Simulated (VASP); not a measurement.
# PtPb (P6_3/mmc) in VASP: further runs

Runs on PtPb. Level: LDA. Tasks: electric field gradients.

Everything below comes from runs of VASP 6.6.1. Logs are shortened: lines on timing, memory, paths and dates and some standing lists are left out, and cuts for length are marked.

## (1) The cell of the first run

Symmetry: P6_3/mmc, No. 194, hexagonal system. The conventional cell has a = 4.278 Å, b = 4.278 Å, c = 5.492 Å, α = 90.00°, β = 90.00°, γ = 120.00°. Within 3.7 Å of Pt (site symmetry -6m2) lie 6 Pb at 2.83 Å and 6 Pt at 3.69 Å. Within 3.6 Å of Pb (site symmetry -3m) lie 2 Pb at 2.75 Å and 6 Pt at 2.83 Å.

## (2) Electric field gradients, LDA (21.76 Å³/atom)

File INCAR:

```
SYSTEM = PtPb
PREC = Accurate
ENCUT = 430
EDIFF = 1E-8
ISMEAR = -1
SIGMA = 0.05
LREAL = .False.
LASPH = .True.
NELM = 120
ALGO = Normal
ISIF = 2
LWAVE = .False.
LCHARG = .False.
LEFG = .True.
NBANDS = 40
GGA_COMPAT = .False.
```

File KPOINTS:

```
Automatic mesh
0
Gamma
  10 10 7
  0 0 0
```

File POSCAR:

```
PtPb
1.0
    4.2781474022      0.0000000000      0.0000000000
   -2.1390737011      3.7049843314      0.0000000000
    0.0000000000      0.0000000000      5.4921335034
Pt Pb
2 2
Direct
    0.3333333333      0.6666666667      0.2500000000
    0.6666666667      0.3333333333      0.7500000000
    0.0000000000      0.0000000000      0.0000000000
    0.0000000000      0.0000000000      0.5000000000
```

Potentials or basis: VASP PAW LDA potentials, release 64 (Pt_sv_GW, Pb_d).

Started as:

```
> cat potpaw_LDA.64/Pt_sv_GW/POTCAR potpaw_LDA.64/Pb_d/POTCAR > POTCAR
> mpirun -np 1 vasp_std > vasp.out
```

OUTCAR:

```text
SYSTEM = PtPb
   PREC = Accurate
   ENCUT = 430
   EDIFF = 1E-8
   ISMEAR = -1
   LREAL = .False.
   LASPH = .True.
   NELM = 120
   ISIF = 2

 ion  position               nearest neighbor table
   1  0.333  0.667  0.250-   3 2.83   4 2.83   3 2.83   4 2.83   3 2.83   4 2.83
   2  0.667  0.333  0.750-   3 2.83   4 2.83   3 2.83   4 2.83   3 2.83   4 2.83
   3  0.000  0.000  0.000-   4 2.75   4 2.75   1 2.83   2 2.83   1 2.83   2 2.83   2 2.83   1 2.83

   4  0.000  0.000  0.500-   3 2.75   3 2.75   1 2.83   2 2.83   1 2.83   2 2.83   2 2.83   1 2.83

  LATTYP: Found a hexagonal cell.
 ALAT       =     4.2781474022
 C/A-ratio  =     1.2837644399

  Lattice vectors:

 A1 = (   4.2781474022,   0.0000000000,   0.0000000000)
 A2 = (  -2.1390737011,   3.7049843314,   0.0000000000)
 A3 = (   0.0000000000,   0.0000000000,   5.4921335034)

Analysis of symmetry for initial positions (statically):
=====================================================================
 Subroutine PRICEL returns:
 Original cell was already a primitive cell.

 Routine SETGRP: Setting up the symmetry group for a
 hexagonal supercell.

 Subroutine GETGRP returns: Found 24 space group operations
 (whereof 12 operations were pure point group operations)
 out of a pool of 24 trial point group operations.

The static configuration has the point symmetry D_3d.
 The point group associated with its full space group is D_6h.

Analysis of symmetry for dynamics (positions and initial velocities):
=====================================================================
 Subroutine PRICEL returns:
 Original cell was already a primitive cell.

 Routine SETGRP: Setting up the symmetry group for a
 hexagonal supercell.

 Subroutine GETGRP returns: Found 24 space group operations
 (whereof 12 operations were pure point group operations)
 out of a pool of 24 trial point group operations.

The dynamic configuration has the point symmetry D_3d.
 The point group associated with its full space group is D_6h.

 Subroutine INISYM returns: Found 24 space group operations
 (whereof 12 operations are pure point group operations),
 and found     1 'primitive' translations

----------------------------------------------------------------------------------------

                                     Primitive cell

  volume of cell :      87.0529

  direct lattice vectors                    reciprocal lattice vectors
     4.278147402  0.000000000  0.000000000     0.233746037  0.134953337  0.000000000
    -2.139073701  3.704984331  0.000000000     0.000000000  0.269906675  0.000000000
     0.000000000  0.000000000  5.492133503     0.000000000  0.000000000  0.182078604

  length of vectors
     4.278147402  4.278147402  5.492133503     0.269906675  0.269906675  0.182078604

  position of ions in fractional coordinates (direct lattice)
     0.333333333  0.666666667  0.250000000
     0.666666667  0.333333333  0.750000000
     0.000000000  0.000000000  0.000000000
     0.000000000  0.000000000  0.500000000

  ion indices of the primitive-cell ions
   primitive index   ion index
                 1           1
                 2           2
                 3           3
                 4           4

----------------------------------------------------------------------------------------

 KPOINTS: Automatic mesh

Automatic generation of k-mesh.
 Grid dimensions read from file:
 generate k-points for:   10   10    7

 Generating k-lattice:

  Cartesian coordinates                     Fractional coordinates (reciprocal lattice)
     0.023374604  0.013495334  0.000000000     0.100000000 -0.000000000  0.000000000
     0.000000000  0.026990667  0.000000000     0.000000000  0.100000000  0.000000000
     0.000000000  0.000000000  0.026011229     0.000000000  0.000000000  0.142857143

  Length of vectors
     0.026990667  0.026990667  0.026011229

  Shift w.r.t. Gamma in fractional coordinates (k-lattice)
     0.000000000  0.000000000  0.000000000

 Subroutine IBZKPT returns following result:
 ===========================================

 Found     56 irreducible k-points:

 Following reciprocal coordinates:
            Coordinates               Weight
  0.000000  0.000000  0.000000      1.000000
  0.100000  0.000000  0.000000      6.000000
  0.200000  0.000000  0.000000      6.000000
  0.300000  0.000000  0.000000      6.000000
  0.400000 -0.000000  0.000000      6.000000
  0.500000  0.000000  0.000000      3.000000
[... 16 lines left out ...]
  0.300000  0.100000  0.142857     24.000000
  0.400000  0.100000  0.142857     24.000000
 [... further k-points ...]
   k-points           NKPTS =     56   k-points in BZ     NKDIM =     56   number of bands    NBANDS=     40
   number of dos      NEDOS =    301   number of ions     NIONS =      4
   total plane-waves  NPLWV =  36000
   dimension x,y,z NGX =    30 NGY =   30 NGZ =   40
   dimension x,y,z NGXF=    60 NGYF=   60 NGZF=   80
   ions per type =               2   2
   NGX,Y,Z   is equivalent  to a cutoff of  11.66, 11.66, 12.11 a.u.
   NGXF,Y,Z  is equivalent  to a cutoff of  23.32, 23.32, 24.22 a.u.
 SYSTEM =  PtPb
   PREC   = accura    normal or accurate (medium, high low for compatibility)
   ISTART =      0    job   : 0-new  1-cont  2-samecut
   ICHARG =      2    charge: 1-file 2-atom 10-const
   ISPIN  =      1    spin polarized calculation?
   LNONCOLLINEAR =      F non collinear calculations
   LSORBIT =      F    spin-orbit coupling
   LASPH  =      T    aspherical Exc in radial PAW
   ENCUT  =  430.0 eV  31.60 Ry    5.62 a.u.   7.23  7.23  9.29*2*pi/ulx,y,z
   NELM   =    120;   NELMIN=  2; NELMDL= -5     # of ELM steps
   EDIFF  = 0.1E-07   stopping-criterion for ELM
   LREAL  =      F    real-space projection
   EDIFFG = 0.1E-06   stopping-criterion for IOM
   NSW    =      0    number of steps for IOM
   IBRION =     -1    ionic relax: 0-MD 1-quasi-New 2-CG
   NFREE  =      0    steps in history (QN), initial steepest desc. (CG)
   ISIF   =      2    stress and relaxation
   ISYM   =      2    0-nonsym 1-usesym 2-fastsym
   POTIM  = 0.5000    time-step for ionic-motion
   TEBEG  =    0.0;   TEEND  =   0.0 temperature during run
   PSTRESS=    0.0 pullay stress
   NELECT =      64.0000    total number of electrons
   NUPDOWN=      -1.0000    fix difference up-down
   EMIN   =  10.00;   EMAX   =-10.00  energy-range for DOS
   EFERMI =   0.00;   METHOD = LEGACY
   ISMEAR =    -1;   SIGMA  =   0.05  broadening in eV -4-tet -1-fermi 0-gaus
   EFERMI_NEDOS =   21; number of points for ismear=-14 and -15
   IALGO  =     38    algorithm
   IMIX   =      4    mixing-type and parameters
     AMIX     =   0.40;   BMIX     =  1.00
     AMIX_MAG =   1.60;   BMIX_MAG =  1.00
  volume/ion in A,a.u.               =      21.76       146.87
  Fermi-wavevector in a.u.,A,eV,Ry     =   1.477544  2.792153 29.703372  2.183136
  Thomas-Fermi vector in A             =   2.591935
   LORBIT       =      0    0 simple, 1 ext, 2 COOP (PROOUT), +10 PAW based schemes
   GGA     = CA    functional components
   LHFCALC =     F    Hartree Fock is set to
   AEXX    =    0.0000 exact exchange contribution
   IVDW    =     0    specifies the selected vdW correction
   LEPSILON=     F    determine dielectric tensor
   LRPA    =     F    only Hartree local field effects (RPA)
 non-spin polarized calculation
  energy-cutoff  :      430.00
  volume of cell :       87.05
 maximum number of plane-waves:      1783
 NGX is ok and might be reduce to    30
   NGX = 15   NGY = 15   NGZ = 19

 number of electron      63.9999990 magnetization

 Free energy of the ion-electron system (eV)
  ---------------------------------------------------
  ext. energy  EPLUGINS =         0.00000000
  ---------------------------------------------------
  free energy    TOTEN  =       -21.35003850 eV

  energy without entropy =      -21.32883274  energy(sigma->0) =      -21.33943562

 E-fermi :   8.2147     XC(G=0): -11.9340

 val. band max:        8.2073767488   @ k =   0.3000   0.2000   0.2857
 cond. band min:       8.2215863876   @ k =   0.2000   0.2000   0.1429
 fundamental gap:      0.0142096388
 Fermi energy:         8.2146681902

 k-point     1 :       0.0000    0.0000    0.0000
  band No.  band energies     occupation
      1     -89.2155      2.00000
      2     -89.2151      2.00000
      3     -43.7895      2.00000
      4     -43.7895      2.00000
      5     -43.7855      2.00000
      6     -43.7855      2.00000
[... 32 lines left out ...]
     39      14.0679      0.00000
     40      15.5666      0.00000

 k-point     2 :       0.1000    0.0000    0.0000
  band No.  band energies     occupation
      1     -89.2155      2.00000
      2     -89.2151      2.00000
      3     -43.7897      2.00000
      4     -43.7894      2.00000
      5     -43.7856      2.00000
      6     -43.7855      2.00000
[... 32 lines left out ...]
     39      14.8377      0.00000
     40      16.7421      0.00000

 k-point     3 :       0.2000    0.0000    0.0000
  band No.  band energies     occupation
      1     -89.2155      2.00000
      2     -89.2151      2.00000
      3     -43.7898      2.00000
      4     -43.7892      2.00000
      5     -43.7863      2.00000
      6     -43.7856      2.00000
[... 32 lines left out ...]
     39      15.6737      0.00000
     40      16.1468      0.00000

 k-point     4 :       0.3000    0.0000    0.0000
  band No.  band energies     occupation
      1     -89.2154      2.00000
      2     -89.2151      2.00000
      3     -43.7898      2.00000
      4     -43.7892      2.00000
      5     -43.7868      2.00000
      6     -43.7854      2.00000
[... 32 lines left out ...]
     39      15.6828      0.00000
     40      15.7359      0.00000
[... 772 lines left out ...]
     39      15.7177      0.00000
     40      16.3166      0.00000

 k-point    23 :       0.3000    0.1000    0.1429
  band No.  band energies     occupation
      1     -89.2154      2.00000
      2     -89.2151      2.00000
      3     -43.7898      2.00000
      4     -43.7890      2.00000
      5     -43.7872      2.00000
      6     -43.7858      2.00000
[... 32 lines left out ...]
     39      15.6942      0.00000
     40      16.8959      0.00000

 k-point    24 :       0.4000    0.1000    0.1429
  band No.  band energies     occupation
      1     -89.2153      2.00000
      2     -89.2152      2.00000
      3     -43.7901      2.00000
      4     -43.7891      2.00000
      5     -43.7874      2.00000
      6     -43.7857      2.00000
[... 32 lines left out ...]
     39      15.5289      0.00000
     40      17.9672      0.00000

 [... further k-points ...]
[... 5 lines left out ...]
  --------------------------------------------------------------------------------------
  -------------------------------------------------------------------------------------
  Total       -2.9507450     -2.9507450     10.6445874      0.0000000      0.0000000      0.0000000
  in kB      -54.3074065    -54.3074064    195.9098223      0.0000000      0.0000000      0.0000000
  external PRESSURE =      29.0983365 kB  Pullay stress =       0.0000000 kB

 VOLUME and BASIS-vectors are now :
 -----------------------------------------------------------------------------
  energy-cutoff  :      430.00
  volume of cell :       87.05
      direct lattice vectors                 reciprocal lattice vectors
     4.278147402  0.000000000  0.000000000     0.233746037  0.134953337  0.000000000
    -2.139073701  3.704984331  0.000000000     0.000000000  0.269906675  0.000000000
     0.000000000  0.000000000  5.492133503     0.000000000  0.000000000  0.182078604

 POSITION                                       TOTAL-FORCE (eV/Angst)
 -----------------------------------------------------------------------------------
     -0.00000      2.46999      1.37303         0.000000     -0.000000      0.000000
      2.13907      1.23499      4.11910        -0.000000      0.000000      0.000000
      0.00000      0.00000      0.00000        -0.000000      0.000000      0.000000
      0.00000      0.00000      2.74607        -0.000000      0.000000      0.000000
 -----------------------------------------------------------------------------------
    total drift:                               -0.000001      0.000000      0.000000

  FREE ENERGIE OF THE ION-ELECTRON SYSTEM (eV)
  ---------------------------------------------------
  free  energy   TOTEN  =       -21.3500385047 eV

  energy  without entropy=      -21.3288327397  energy(sigma->0) =      -21.33943562

 Electric field gradients (V/A^2)
---------------------------------------------------------------------
 ion       V_xx      V_yy      V_zz      V_xy      V_xz      V_yz
---------------------------------------------------------------------
   1     -16.432   -16.432    32.863     0.000     0.000    -0.000
   2     -16.432   -16.432    32.863     0.000    -0.000     0.000
   3      -5.069    -5.070    10.139    -0.001    -0.000     0.000
   4      -5.069    -5.070    10.139    -0.001     0.000    -0.000
---------------------------------------------------------------------

 Electric field gradients after diagonalization (V/A^2)
 (convention: |V_zz| > |V_xx| > |V_yy|)
----------------------------------------------------------------------
 ion       V_xx      V_yy      V_zz     asymmetry (V_yy - V_xx)/ V_zz
----------------------------------------------------------------------
   1     -16.432   -16.431    32.863       0.000
   2     -16.432   -16.431    32.863       0.000
   3      -5.071    -5.068    10.139       0.000
   4      -5.071    -5.068    10.139       0.000
----------------------------------------------------------------------

           NMR quadrupolar parameters

 Cq : quadrupolar parameter    Cq=e*Q*V_zz/h
 eta: asymmetry parameters     (V_yy - V_xx)/ V_zz
 Q  : nuclear electric quadrupole moment in mb (millibarn)
----------------------------------------------------------------------
 ion       Cq(MHz)       eta       Q (mb)
----------------------------------------------------------------------
   1       0.079       0.000       1.000
   2       0.079       0.000       1.000
   3       0.025       0.000       1.000
   4       0.025       0.000       1.000
----------------------------------------------------------------------
```

Wall time 3.3 min (1 thread of Intel Xeon Platinum 8375C at 2.90GHz (Ice Lake), shared host); peak memory 0.24 GiB.

What came out:

```
Free energy                             : -21.3500 eV
Pressure                                : 2.9 GPa
Band gap on the k mesh                  : zero (bands 32 and 33 overlap by 2.79 eV)
Largest electric field gradient by atom : Pt +32.9; Pb +10.1 V/Å²
```

Stress tensor (GPa, compression positive):
```
-5.43  0.00  0.00
 0.00 -5.43  0.00
 0.00  0.00 19.59
```

Electric field gradients, principal values (V/Å²):
| atom | least | middle | greatest (by size) |
| --- | --- | --- | --- |
| 1 Pt | -16.431 | -16.432 | 32.863 |
| 2 Pt | -16.431 | -16.432 | 32.863 |
| 3 Pb | -5.068 | -5.071 | 10.139 |
| 4 Pb | -5.068 | -5.071 | 10.139 |

Caveat: the stress differs along the axes, from -5 to 20 GPa; without QUAD_EFG the Cq values of the log hold for a quadrupole moment of 1 mb, not for the nuclei; spin-orbit coupling is left out, which moves the levels of the heavy elements.

[end of part 1 of 2]
